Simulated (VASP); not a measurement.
# BN (f.bd3) (F-43m) in VASP: single point with PBE+D3(BJ)

Aim: the single point of BN (f.bd3) with PBE+D3(BJ).

Program: VASP 6.6.1. These are calculated values, not measurements. Logs are shortened: lines on timing, memory, paths and dates and some standing lists are left out, and cuts for length are marked.

## Step 1: The cell of the first run

It takes space group F-43m (No. 216, cubic). Conventional cell: a = 3.606 Å, b = 3.606 Å, c = 3.606 Å, α = 90.00°, β = 90.00°, γ = 90.00°. B (site symmetry -43m) has 4 N at 1.56 Å within 2.1 Å. N (site symmetry -43m) has 4 B at 1.56 Å within 2.1 Å.

## Step 2: Single point, PBE+D3(BJ)

Contents of INCAR:

```
SYSTEM = BN
PREC = Accurate
ENCUT = 600
EDIFF = 1E-6
ISMEAR = 0
SIGMA = 0.02
LREAL = .FALSE.
LASPH = .TRUE.
NELM = 120
ALGO = Normal
ISIF = 2
LWAVE = .FALSE.
LCHARG = .TRUE.
GGA = PE
IVDW = 12
LELF = .TRUE.
LVHAR = .TRUE.
NBANDS = 11
GGA_COMPAT = .FALSE.
```

Contents of KPOINTS:

```
regular mesh
0
G
  12 12 12
  0 0 0
```

Contents of POSCAR:

```
BN
1.0
    0.0000000000      1.8029262635      1.8029262635
    1.8029262635      0.0000000000      1.8029262635
    1.8029262635      1.8029262635      0.0000000000
B N
1 1
Direct
    0.0000000000      0.0000000000      0.0000000000
    0.2500000000      0.2500000000      0.2500000000
```

Potentials or basis: VASP PAW PBE potentials, release 64 (B, N).

Command:

```console
$ cat potpaw_PBE.64/B/POTCAR potpaw_PBE.64/N/POTCAR > POTCAR
$ mpirun -np 1 vasp_std > vasp.out
```

OUTCAR:

```text
SYSTEM = BN
   PREC = Accurate
   ENCUT = 600
   EDIFF = 1E-6
   ISMEAR = 0
   LREAL = .FALSE.
   LASPH = .TRUE.
   NELM = 120
   ISIF = 2
   GGA = PE
   IVDW = 12
 IVDW          = 12

 ion  position               nearest neighbor table
   1  0.000  0.000  0.000-   2 1.56   2 1.56   2 1.56   2 1.56
   2  0.250  0.250  0.250-   1 1.56   1 1.56   1 1.56   1 1.56

  LATTYP: Found a face centered cubic cell.
 ALAT       =     3.6058525270

  Lattice vectors:

 A1 = (   0.0000000000,   1.8029262635,   1.8029262635)
 A2 = (   1.8029262635,   0.0000000000,   1.8029262635)
 A3 = (   1.8029262635,   1.8029262635,   0.0000000000)

Analysis of symmetry for initial positions (statically):
[... 5 lines left out ...]
 face centered cubic supercell.

 Subroutine GETGRP returns: Found 24 space group operations
 (whereof 24 operations were pure point group operations)
 out of a pool of 48 trial point group operations.

The static configuration has the point symmetry T_d .

Analysis of symmetry for dynamics (positions and initial velocities):
[... 5 lines left out ...]
 face centered cubic supercell.

 Subroutine GETGRP returns: Found 24 space group operations
 (whereof 24 operations were pure point group operations)
 out of a pool of 48 trial point group operations.

The dynamic configuration has the point symmetry T_d .

 Subroutine INISYM returns: Found 24 space group operations
 (whereof 24 operations are pure point group operations),
 and found     1 'primitive' translations

----------------------------------------------------------------------------------------

                                     Primitive cell

  volume of cell :      11.7210

  direct lattice vectors                    reciprocal lattice vectors
     0.000000000  1.802926264  1.802926264    -0.277326927  0.277326927  0.277326927
     1.802926264  0.000000000  1.802926264     0.277326927 -0.277326927  0.277326927
     1.802926264  1.802926264  0.000000000     0.277326927  0.277326927 -0.277326927

  length of vectors
     2.549722774  2.549722774  2.549722774     0.480344328  0.480344328  0.480344328

  position of ions in fractional coordinates (direct lattice)
     0.000000000  0.000000000  0.000000000
     0.250000000  0.250000000  0.250000000

  ion indices of the primitive-cell ions
   primitive index   ion index
                 1           1
                 2           2

----------------------------------------------------------------------------------------

 KPOINTS: regular mesh

[... 73 lines left out ...]
   ISIF   =      2    stress and relaxation
   ISYM   =      2    0-nonsym 1-usesym 2-fastsym
   POTIM  = 0.5000    time-step for ionic-motion
   TEBEG  =    0.0;   TEEND  =   0.0 temperature during run
   PSTRESS=    0.0 pullay stress
   NELECT =       8.0000    total number of electrons
   NUPDOWN=      -1.0000    fix difference up-down
   EMIN   =  10.00;   EMAX   =-10.00  energy-range for DOS
   EFERMI =   0.00;   METHOD = LEGACY
   ISMEAR =     0;   SIGMA  =   0.02  broadening in eV -4-tet -1-fermi 0-gaus
   EFERMI_NEDOS =   21; number of points for ismear=-14 and -15
   IALGO  =     38    algorithm
   IMIX   =      4    mixing-type and parameters
     AMIX     =   0.40;   BMIX     =  1.00
     AMIX_MAG =   1.60;   BMIX_MAG =  1.00
  volume/ion in A,a.u.               =       5.86        39.55
  Fermi-wavevector in a.u.,A,eV,Ry     =   1.441397  2.723845 28.267798  2.077625
  Thomas-Fermi vector in A             =   2.560034
   LORBIT       =      0    0 simple, 1 ext, 2 COOP (PROOUT), +10 PAW based schemes
   GGA     = PE    functional components
   LHFCALC =     F    Hartree Fock is set to
   AEXX    =    0.0000 exact exchange contribution
   IVDW    =    12    specifies the selected vdW correction
   LEPSILON=     F    determine dielectric tensor
   LRPA    =     F    only Hartree local field effects (RPA)
 non-spin polarized calculation
 Gauss-broadening in eV      SIGMA  =   0.02
  energy-cutoff  :      600.00
  volume of cell :       11.72
 maximum number of plane-waves:       399
   NGX = 11   NGY = 11   NGZ = 11

 number of electron       7.9999999 magnetization

 Free energy of the ion-electron system (eV)
  ---------------------------------------------------
  ext. energy  EPLUGINS =         0.00000000
  ---------------------------------------------------
  free energy    TOTEN  =       -17.45066303 eV

  energy without entropy =      -17.45066303  energy(sigma->0) =      -17.45066303

 E-fermi :   7.5976     XC(G=0): -12.8598

 val. band max:        7.4966751370   @ k =   0.0000   0.0000   0.0000
 cond. band min:      11.9639027138   @ k =   0.5000   0.5000   0.0000
 fundamental gap:      4.4672275769
 Fermi energy:         7.5976253346

 k-point     1 :       0.0000    0.0000    0.0000
  band No.  band energies     occupation
      1     -12.8209      2.00000
      2       7.4967      2.00000
      3       7.4967      2.00000
      4       7.4967      2.00000
      5      16.3526      0.00000
      6      16.3526      0.00000
      7      16.3526      0.00000
      8      17.9705      0.00000
      9      32.3921      0.00000
     10      35.3563      0.00000
     11      35.3563      0.00000
[... 309 lines left out ...]
 k-point    24 :      -0.4167    0.1667    0.0000
  band No.  band energies     occupation
      1      -8.2022      2.00000
      2      -2.5665      2.00000
      3       3.3480      2.00000
      4       4.9097      2.00000
      5      16.8487      0.00000
      6      19.7969      0.00000
      7      19.7982      0.00000
      8      23.2859      0.00000
      9      28.6447      0.00000
     10      32.9413      0.00000
     11      34.3295      0.00000

 [... further k-points ...]

------------------------ aborting loop because EDIFF is reached ----------------------------------------

 Edisp (eV)   -0.42156

 E8    (eV) :    -0.1246

  FORCE on cell =-STRESS in cart. coord.  units (eV):
  Direction    XX          YY          ZZ          XY          YZ          ZX
  --------------------------------------------------------------------------------------
  -------------------------------------------------------------------------------------
  Total       0.01631     0.01631     0.01631     0.00000    -0.00000    -0.00000
  in kB       2.22928     2.22928     2.22928     0.00000    -0.00000    -0.00000
  external pressure =        2.23 kB  Pullay stress =        0.00 kB

 VOLUME and BASIS-vectors are now :
 -----------------------------------------------------------------------------
  energy-cutoff  :      600.00
  volume of cell :       11.72
      direct lattice vectors                 reciprocal lattice vectors
     0.000000000  1.802926264  1.802926264    -0.277326927  0.277326927  0.277326927
     1.802926264  0.000000000  1.802926264     0.277326927 -0.277326927  0.277326927
     1.802926264  1.802926264  0.000000000     0.277326927  0.277326927 -0.277326927

 POSITION                                       TOTAL-FORCE (eV/Angst)
 -----------------------------------------------------------------------------------
      0.00000      0.00000      0.00000        -0.000000     -0.000000     -0.000000
      0.90146      0.90146      0.90146         0.000000      0.000000      0.000000
 -----------------------------------------------------------------------------------
    total drift:                                0.000000      0.000000      0.000000

  FREE ENERGIE OF THE ION-ELECTRON SYSTEM (eV)
  ---------------------------------------------------
  free  energy   TOTEN  =       -17.8722242206 eV

  energy  without entropy=      -17.8722242206  energy(sigma->0) =      -17.87222422
```

OSZICAR:

```text
N       E                     dE             d eps       ncg     rms          rms(c)
DAV:   1     0.158996379659E+02    0.15900E+02   -0.54878E+03  1608   0.812E+02
DAV:   2    -0.177620741200E+02   -0.33662E+02   -0.32416E+02  1975   0.191E+02
DAV:   3    -0.184275117217E+02   -0.66544E+00   -0.66427E+00  1874   0.222E+01
DAV:   4    -0.184283400889E+02   -0.82837E-03   -0.82835E-03  1710   0.899E-01
DAV:   5    -0.184283408598E+02   -0.77086E-06   -0.77083E-06  1836   0.272E-02    0.673E+00
DAV:   6    -0.175391426136E+02    0.88920E+00   -0.29297E+00  1744   0.105E+01    0.327E+00
DAV:   7    -0.174648933603E+02    0.74249E-01   -0.10646E-01  1794   0.272E+00    0.192E+00
DAV:   8    -0.174503804286E+02    0.14513E-01   -0.36252E-02  1769   0.140E+00    0.197E-01
DAV:   9    -0.174505706603E+02   -0.19023E-03   -0.93041E-04  1668   0.265E-01    0.844E-02
DAV:  10    -0.174506578891E+02   -0.87229E-04   -0.12293E-04  1745   0.101E-01    0.154E-02
DAV:  11    -0.174506629602E+02   -0.50711E-05   -0.85295E-06  1806   0.246E-02    0.104E-02
DAV:  12    -0.174506630324E+02   -0.72205E-07   -0.14183E-06  1017   0.887E-03
   1 F= -.17872224E+02 E0= -.17872224E+02  d E =-.168754E-15
```

Run time: 8.7 s. Hardware: 1 thread of Intel Xeon Platinum 8488C (Sapphire Rapids), shared host; peak memory 0.13 GiB.

Results:

| Quantity | Value |
| --- | --- |
| Free energy | -17.8722 eV |
| Pressure | 0.2 GPa |
| Band gap on the k mesh | 4.47 eV, indirect (least direct gap 8.86 eV) |
| Dispersion energy per atom | -0.211 eV |

A k mesh can miss the band edges. Expect the measured gap to be larger: semilocal functionals such as PBE lack the derivative discontinuity.
